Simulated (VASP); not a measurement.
Input of a VASP 6.6.1 run:

File INCAR:

```
  PREC = Accurate
  ENCUT = 520
  EDIFF = 1E-6
  ISMEAR = -1
  SIGMA = 0.08
  LREAL = False
  LASPH = True
  NELM = 60
  ALGO = Normal
  ISIF = 2
  LWAVE = False
  LCHARG = False
  LDIPOL = True
  IDIPOL = 3
  DIPOL = 0.5 0.5 0.500
  GGA = PE
  NBANDS = 36
```

File KPOINTS:

```
regular mesh
0
Gamma
  14 10 1
```

File POSCAR:

```
Ag
1.0
    2.9333909044      0.0000000000      0.0000000000
    0.0000000000      4.1484412008      0.0000000000
    0.0000000000      0.0000000000     21.8668000000
Ag
5
Direct
    0.0000000000      0.0000000000      0.3693695523
    0.5000000000      0.5000000000      0.4309424661
    0.0000000000      0.0000000000      0.5000000001
    0.5000000000      0.5000000000      0.5690575337
    0.0000000000      0.0000000000      0.6306304477
```

Potentials or basis: VASP PAW PBE potentials, release 64 (Ag).

Launch:

```bash
$ cat potpaw_PBE.64/Ag/POTCAR > POTCAR
$ mpirun -np 1 vasp_std > vasp.out
```

Question: Predict the largest force.

Answer: 0.012 eV/Å.

Question: Predict the band gap on the k mesh.

Answer: Zero (an odd number of electrons rules out a gap without spin polarisation).

Forces in eV/Å, atoms in the order of the input:
```
Ag   0.000  0.000  0.012
Ag   0.000  0.000  0.010
Ag   0.000  0.000  0.000
Ag   0.000  0.000 -0.010
Ag   0.000  0.000 -0.012
```
